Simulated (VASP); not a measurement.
Input of a VASP 6.6.1 run:

INCAR

```
PREC     = Accurate       # precision mode
ENCUT    = 600            # plane-wave cutoff, eV
EDIFF    = 1E-6           # SCF threshold, eV
ISMEAR   = 0              # smearing method
SIGMA    = 0.1            # smearing width, eV
LREAL    = False          # projectors in reciprocal space
LASPH    = True           # aspherical terms in the spheres
NELM     = 100            # most SCF steps
ALGO     = Normal         # electronic algorithm
ISIF     = 3              # what is computed and relaxed
LWAVE    = False          # write WAVECAR
LCHARG   = False          # write CHGCAR
GGA      = PE             # functional
IBRION   = 2              # ionic algorithm
NSW      = 100            # ionic steps
EDIFFG   = -0.01          # ionic threshold
```

The input KPOINTS:

```
regular mesh
0
Gamma
  12 12 12
```

File POSCAR:

```
CdW3
1.0
    4.0560116945      0.0000000000      0.0000000000
    0.0000000000      4.0560116945      0.0000000000
    0.0000000000      0.0000000000      4.0560116945
Cd W
1 3
Direct
    0.0000000000      0.0000000000      0.0000000000
    0.0000000000      0.5000000000      0.5000000000
    0.5000000000      0.0000000000      0.5000000000
    0.5000000000      0.5000000000      0.0000000000
```

Potentials or basis: VASP PAW PBE potentials, release 64 (Cd, W_sv).

Command:

```sh
$ cat potpaw_PBE.64/Cd/POTCAR potpaw_PBE.64/W_sv/POTCAR > POTCAR
$ mpirun -np 1 vasp_std > vasp.out
```

Problem. Predict the band gap on the k mesh.

Solution. Zero (band 27 reaches 10.40 eV, above the bottom of band 28 at 8.35 eV).

Problem. What does it give for the relaxed cell?

Solution. a = 4.060 Å, b = 4.060 Å, c = 4.060 Å, α = 90.00°, β = 90.00°, γ = 90.00°.

Problem. What does it give for the space group after relaxing (to 0.05 Å)?

Solution. Pm-3m (No. 221).

Problem. Predict the relaxed volume.

Solution. 16.73 Å³/atom.

The path:
| step | energy change (eV) | largest force (eV/Å) | pressure (GPa) | volume (Å³) |
| --- | --- | --- | --- | --- |
| 1 | 0.0000 | 0.0000 | 0.74 | 66.73 |
| 2 | 0.0026 | 0.0000 | -1.84 | 67.48 |
| 3 | -0.0005 | 0.0000 | 0.01 | 66.94 |

Caveat: spin-orbit coupling is left out, which moves the levels of the heavy elements.
